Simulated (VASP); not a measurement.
Here is a VASP 6.6.1 calculation.

File INCAR:

```
SYSTEM = SrO
PREC = Accurate
ENCUT = 520
EDIFF = 1E-8
ISMEAR = 0
SIGMA = 0.01
LREAL = .False.
LASPH = .True.
NELM = 60
ALGO = Normal
ISIF = 2
LWAVE = .False.
LCHARG = .True.
IBRION = 8
NSW = 1
LEPSILON = .True.
```

The input KPOINTS:

```
regular mesh
0
Gamma
  8 8 8
  0 0 0
```

File POSCAR:

```
SrO
1.0
    0.0000000000      2.5806600000      2.5806600000
    2.5806600000      0.0000000000      2.5806600000
    2.5806600000      2.5806600000      0.0000000000
Sr O
1 1
Direct
    0.0000000000      0.0000000000      0.0000000000
    0.5000000000      0.5000000000      0.5000000000
```

Potentials or basis: VASP PAW LDA potentials, release 64 (Sr_sv, O).

The run is started by

```sh
$ cat potpaw_LDA.64/Sr_sv/POTCAR potpaw_LDA.64/O/POTCAR > POTCAR
$ mpirun -np 1 vasp_std > vasp.out
```

Question: What does it give for the electronic dielectric tensor (diagonal)?

Answer: 3.87.

Question: Estimate the Born charges (mean of the diagonal).

Answer: Sr +2.45; O -2.45 e.

Question: What does it give for the highest phonon frequency at Γ, LO-TO splitting left out?

Answer: 189 cm⁻¹.

Phonon frequencies in cm⁻¹ (negative: imaginary):
| q point | frequencies |
| --- | --- |
| (0.000, 0.000, 0.000) | 0 0 0 189 189 189 |

Caveat: the cell wasn't relaxed at this level first, which shifts response properties.
